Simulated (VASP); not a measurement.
# MnSi (P1) in VASP: single point with r2SCAN

Aim: the single point of MnSi with r2SCAN.

Program: VASP 6.6.1. These are calculated values, not measurements. Logs are shortened: lines on timing, memory, paths and dates and some standing lists are left out, and cuts for length are marked.

## 1. The cell of the first run

The typed cell holds 2 atoms: a = 3.574 Å, b = 3.574 Å, c = 3.574 Å, α = 60.00°, β = 60.00°, γ = 60.00°.

## 2. Single point, r2SCAN, collinear spin, ferromagnetic start

File POSCAR:

```
MnSi
1.0
    0.0000000000      2.5272246000      2.5272246000
    2.5272246000      0.0000000000      2.5272246000
    2.5272246000      2.5272246000      0.0000000000
Mn Si
1 1
Direct
    0.0132820000      0.0000610000     -0.0035460000
    0.2509770000      0.2514030000      0.2444210000
```

File INCAR.step1:

```
  ALGO = Normal
  EDIFF = 1E-4
  ENCUT = 520
  GGA = PE
  ISMEAR = 1
  ISPIN = 2
  LASPH = True
  LCHARG = False
  LMAXMIX = 4
  LREAL = False
  LWAVE = True
  MAGMOM = 4 0
  NBANDS = 20
  NELM = 150
  PREC = Accurate
  SIGMA = 0.05
```

File INCAR.step2:

```
  ALGO = Normal
  EDIFF = 1E-6
  ENCUT = 520
  ISIF = 2
  ISMEAR = 1
  ISPIN = 2
  ISTART = 1
  LASPH = True
  LCHARG = False
  LMAXMIX = 4
  LMIXTAU = True
  LORBIT = 11
  LREAL = False
  LWAVE = False
  MAGMOM = 4 0
  METAGGA = R2SCAN
  NBANDS = 20
  NELM = 150
  PREC = Accurate
  SIGMA = 0.05
```

File KPOINTS:

```
k-points
0
Gamma
  8 8 8
```

Potentials or basis: VASP PAW PBE potentials, release 64 (Mn_pv, Si).

Command:

```
cat potpaw_PBE.64/Mn_pv/POTCAR potpaw_PBE.64/Si/POTCAR > POTCAR
cp INCAR.step1 INCAR
mpirun -np 1 vasp_std > vasp.out
cp INCAR.step2 INCAR
mpirun -np 1 vasp_std > vasp.out
```

OUTCAR:

```text
EDIFF = 1E-6
   ENCUT = 520
   ISIF = 2
   ISMEAR = 1
   ISPIN = 2
   ISTART = 1
   LASPH = True
   LORBIT = 11
   LREAL = False
   METAGGA = R2SCAN
   NELM = 150
   PREC = Accurate

 ion  position               nearest neighbor table
   1  0.013  0.000  0.996-   2 2.15   2 2.19   2 2.20   2 2.22
   2  0.251  0.251  0.244-   1 2.15   1 2.19   1 2.20   1 2.22

  LATTYP: Found a face centered cubic cell.
 ALAT       =     5.0544492000

  Lattice vectors:

 A1 = (   0.0000000000,   2.5272246000,   2.5272246000)
 A2 = (   2.5272246000,   0.0000000000,   2.5272246000)
 A3 = (   2.5272246000,   2.5272246000,   0.0000000000)

Analysis of symmetry for initial positions (statically):
=====================================================================
 Subroutine PRICEL returns:
 Original cell was already a primitive cell.

 Routine SETGRP: Setting up the symmetry group for a
 face centered cubic supercell.

 Subroutine GETGRP returns: Found  1 space group operations
 (whereof  1 operations were pure point group operations)
 out of a pool of 48 trial point group operations.

The static configuration has the point symmetry C_1 .

Analysis of symmetry for dynamics (positions and initial velocities):
=====================================================================
 Subroutine PRICEL returns:
 Original cell was already a primitive cell.

 Routine SETGRP: Setting up the symmetry group for a
 face centered cubic supercell.

 Subroutine GETGRP returns: Found  1 space group operations
 (whereof  1 operations were pure point group operations)
 out of a pool of 48 trial point group operations.

The dynamic configuration has the point symmetry C_1 .

Analysis of structural, dynamic, and magnetic symmetry:
=====================================================================
 Subroutine PRICEL returns:
 Original cell was already a primitive cell.

 Routine SETGRP: Setting up the symmetry group for a
 face centered cubic supercell.

 Subroutine GETGRP returns: Found  1 space group operations
 (whereof  1 operations were pure point group operations)
 out of a pool of 48 trial point group operations.

The overall configuration has the point symmetry C_1 .

 Subroutine INISYM returns: Found  1 space group operations
 (whereof  1 operations are pure point group operations),
 and found     1 'primitive' translations

----------------------------------------------------------------------------------------

                                     Primitive cell

  volume of cell :      32.2821

  direct lattice vectors                    reciprocal lattice vectors
     0.000000000  2.527224600  2.527224600    -0.197845494  0.197845494  0.197845494
     2.527224600  0.000000000  2.527224600     0.197845494 -0.197845494  0.197845494
     2.527224600  2.527224600  0.000000000     0.197845494  0.197845494 -0.197845494

  length of vectors
     3.574035304  3.574035304  3.574035304     0.342678448  0.342678448  0.342678448

  position of ions in fractional coordinates (direct lattice)
     0.013282000  0.000061000  0.996454000
     0.250977000  0.251403000  0.244421000

  ion indices of the primitive-cell ions
   primitive index   ion index
                 1           1
                 2           2

----------------------------------------------------------------------------------------

 KPOINTS: k-points

Automatic generation of k-mesh.
 Grid dimensions read from file:
 generate k-points for:    8    8    8

 Generating k-lattice:

  Cartesian coordinates                     Fractional coordinates (reciprocal lattice)
    -0.024730687  0.024730687  0.024730687     0.125000000  0.000000000  0.000000000
     0.024730687 -0.024730687  0.024730687     0.000000000  0.125000000  0.000000000
     0.024730687  0.024730687 -0.024730687     0.000000000  0.000000000  0.125000000

  Length of vectors
     0.042834806  0.042834806  0.042834806

  Shift w.r.t. Gamma in fractional coordinates (k-lattice)
     0.000000000  0.000000000  0.000000000

 Subroutine IBZKPT returns following result:
 ===========================================

 Found    260 irreducible k-points:

 Following reciprocal coordinates:
            Coordinates               Weight
  0.000000  0.000000  0.000000      1.000000
  0.125000  0.000000  0.000000      2.000000
  0.000000  0.125000  0.000000      2.000000
  0.000000  0.000000  0.125000      2.000000
  0.125000  0.125000  0.125000      2.000000
  0.250000  0.000000  0.000000      2.000000
[... 16 lines left out ...]
  0.125000  0.000000  0.250000      2.000000
  0.125000  0.125000 -0.125000      2.000000
 [... further k-points ...]
   k-points           NKPTS =    260   k-points in BZ     NKDIM =    260   number of bands    NBANDS=     20
   number of dos      NEDOS =    301   number of ions     NIONS =      2
   total plane-waves  NPLWV =  21952
   dimension x,y,z NGX =    28 NGY =   28 NGZ =   28
   dimension x,y,z NGXF=    56 NGYF=   56 NGZF=   56
   ions per type =               1   1
   NGX,Y,Z   is equivalent  to a cutoff of  13.02, 13.02, 13.02 a.u.
   NGXF,Y,Z  is equivalent  to a cutoff of  26.05, 26.05, 26.05 a.u.
 SYSTEM =  unknown system
   PREC   = accura    normal or accurate (medium, high low for compatibility)
   ISTART =      1    job   : 0-new  1-cont  2-samecut
   ICHARG =      0    charge: 1-file 2-atom 10-const
   ISPIN  =      2    spin polarized calculation?
   LNONCOLLINEAR =      F non collinear calculations
   LSORBIT =      F    spin-orbit coupling
   LASPH  =      T    aspherical Exc in radial PAW
   ENCUT  =  520.0 eV  38.22 Ry    6.18 a.u.   6.65  6.65  6.65*2*pi/ulx,y,z
   NELM   =    150;   NELMIN=  2; NELMDL=  0     # of ELM steps
   EDIFF  = 0.1E-05   stopping-criterion for ELM
   LREAL  =      F    real-space projection
   EDIFFG = 0.1E-04   stopping-criterion for IOM
   NSW    =      0    number of steps for IOM
   IBRION =     -1    ionic relax: 0-MD 1-quasi-New 2-CG
   NFREE  =      0    steps in history (QN), initial steepest desc. (CG)
   ISIF   =      2    stress and relaxation
   ISYM   =      2    0-nonsym 1-usesym 2-fastsym
   POTIM  = 0.5000    time-step for ionic-motion
   TEBEG  =    0.0;   TEEND  =   0.0 temperature during run
   PSTRESS=    0.0 pullay stress
   NELECT =      17.0000    total number of electrons
   NUPDOWN=      -1.0000    fix difference up-down
   EMIN   =  10.00;   EMAX   =-10.00  energy-range for DOS
   EFERMI =   0.00;   METHOD = LEGACY
   ISMEAR =     1;   SIGMA  =   0.05  broadening in eV -4-tet -1-fermi 0-gaus
   EFERMI_NEDOS =   21; number of points for ismear=-14 and -15
   IALGO  =     38    algorithm
   IMIX   =      4    mixing-type and parameters
     AMIX     =   0.40;   BMIX     =  1.00
     AMIX_MAG =   1.60;   BMIX_MAG =  1.00
  volume/ion in A,a.u.               =      16.14       108.93
  Fermi-wavevector in a.u.,A,eV,Ry     =   1.322018  2.498251 23.779324  1.747731
  Thomas-Fermi vector in A             =   2.451729
   LORBIT       =     11    0 simple, 1 ext, 2 COOP (PROOUT), +10 PAW based schemes
   METAGGA = R2SCAN    functional components
   LHFCALC =     F    Hartree Fock is set to
   AEXX    =    0.0000 exact exchange contribution
   IVDW    =     0    specifies the selected vdW correction
   LEPSILON=     F    determine dielectric tensor
   LRPA    =     F    only Hartree local field effects (RPA)
 spin polarized calculation
 Methfessel and Paxton  Order N= 1 SIGMA  =   0.05
  energy-cutoff  :      520.00
  volume of cell :       32.28
 maximum number of plane-waves:       893
   NGX = 13   NGY = 13   NGZ = 13

 number of electron      17.0000000 magnetization       2.3773962

 Free energy of the ion-electron system (eV)
  ---------------------------------------------------
  ext. energy  EPLUGINS =         0.00000000
  ---------------------------------------------------
  free energy    TOTEN  =       -21.67537903 eV

  energy without entropy =      -21.67554540  energy(sigma->0) =      -21.67543449

 E-fermi :   6.6997     XC(G=0): -11.4983

 val. band max:        6.6815734739   @ k =   0.1250   0.3750   0.3750
 cond. band min:       6.7062838514   @ k =  -0.2500   0.3750   0.1250
 fundamental gap:      0.0247103775
 Fermi energy:         6.6996612354

 spin component 1

 k-point     1 :       0.0000    0.0000    0.0000
  band No.  band energies     occupation
      1     -44.6030      1.00000
      2     -44.5894      1.00000
      3     -44.5806      1.00000
      4      -3.9018      1.00000
      5       3.1300      1.00000
      6       3.1661      1.00000
[... 12 lines left out ...]
     19      22.2121      0.00000
     20      22.8192      0.00000

 k-point     2 :       0.1250    0.0000    0.0000
  band No.  band energies     occupation
      1     -44.6051      1.00000
      2     -44.5898      1.00000
      3     -44.5810      1.00000
      4      -3.6421      1.00000
      5       3.0919      1.00000
      6       3.1953      1.00000
[... 498 lines left out ...]
 k-point    24 :       0.1250    0.1250   -0.1250
  band No.  band energies     occupation
      1     -44.6068      1.00000
      2     -44.5938      1.00000
      3     -44.5822      1.00000
      4      -2.9728      1.00000
      5       2.7899      1.00000
      6       3.3290      1.00000
[... 12 lines left out ...]
     19      23.1089      0.00000
     20      25.7099      0.00000

 [... further k-points ...]

 spin component 2

 k-point     1 :       0.0000    0.0000    0.0000
  band No.  band energies     occupation
      1     -40.9614      1.00000
      2     -40.9189      1.00000
      3     -40.8849      1.00000
      4      -4.1428      1.00000
      5       4.7422      1.00000
      6       4.8041      1.00000
[... 12 lines left out ...]
     19      22.5413      0.00000
     20      23.2338      0.00000

 k-point     2 :       0.1250    0.0000    0.0000
  band No.  band energies     occupation
      1     -40.9620      1.00000
      2     -40.9194      1.00000
      3     -40.8880      1.00000
      4      -3.8846      1.00000
      5       4.5961      1.00000
      6       4.8228      1.00000
[... 498 lines left out ...]
 k-point    24 :       0.1250    0.1250   -0.1250
  band No.  band energies     occupation
      1     -40.9637      1.00000
      2     -40.9258      1.00000
      3     -40.8892      1.00000
      4      -3.2189      1.00000
      5       4.0505      1.00000
      6       4.9616      1.00000
[... 12 lines left out ...]
     19      23.6425      0.00000
     20      26.1560      0.00000

 [... further k-points ...]
[... 5 lines left out ...]
  --------------------------------------------------------------------------------------
  -------------------------------------------------------------------------------------
  Total        4.6736935      4.6643118      4.6671123      0.5810067      0.0620460      0.7578862
  in kB      231.9579654    231.4923475    231.6313380     28.8356830      3.0793748     37.6143054
  external PRESSURE =     231.6938836 kB  Pullay stress =       0.0000000 kB

 VOLUME and BASIS-vectors are now :
 -----------------------------------------------------------------------------
  energy-cutoff  :      520.00
  volume of cell :       32.28
      direct lattice vectors                 reciprocal lattice vectors
     0.000000000  2.527224600  2.527224600    -0.197845494  0.197845494  0.197845494
     2.527224600  0.000000000  2.527224600     0.197845494 -0.197845494  0.197845494
     2.527224600  2.527224600  0.000000000     0.197845494  0.197845494 -0.197845494

 POSITION                                       TOTAL-FORCE (eV/Angst)
 -----------------------------------------------------------------------------------
      2.51842      2.55183      0.03372        -0.083037     -0.555662     -0.433172
      1.25306      1.25198      1.26963         0.083037      0.555662      0.433172
 -----------------------------------------------------------------------------------
    total drift:                               -0.011701     -0.004750     -0.010927

  FREE ENERGIE OF THE ION-ELECTRON SYSTEM (eV)
  ---------------------------------------------------
  free  energy   TOTEN  =       -21.6753790347 eV

  energy  without entropy=      -21.6755453988  energy(sigma->0) =      -21.67543449

 total charge

# of ion       s       p       d       tot
------------------------------------------
    1        0.446   6.304   5.266  12.016
    2        0.842   1.031   0.000   1.873
--------------------------------------------------
tot          1.289   7.335   5.266  13.890

 magnetization (x)

# of ion       s       p       d       tot
------------------------------------------
    1        0.055  -0.016   2.626   2.665
    2       -0.035  -0.210   0.000  -0.245
--------------------------------------------------
tot          0.020  -0.226   2.626   2.420
```

Run time: 11 min. Hardware: 1 thread of Intel Xeon 6975P-C (Granite Rapids), shared host; peak memory 0.37 GiB.

What came out:

| Property | Result |
| --- | --- |
| Free energy | -21.6754 eV |
| Pressure | 23.2 GPa |
| Largest force | 0.709 eV/Å |
| Net moment | 2.38 μB per cell |
| Site moments | Mn +2.67; Si -0.24 μB |
| Valence electrons inside the program's atomic spheres | Mn 12.02; Si 1.87 |

Forces on the atoms (eV/Å):
```
Mn  -0.083 -0.556 -0.433
Si   0.083  0.556  0.433
```

Stress tensor (GPa, compression positive):
```
23.20  2.88  3.76
 2.88 23.15  0.31
 3.76  0.31 23.16
```

Caveat: the cell stands under pressure; the PAW data sets were made with another functional, which shifts forces and pressure a little.
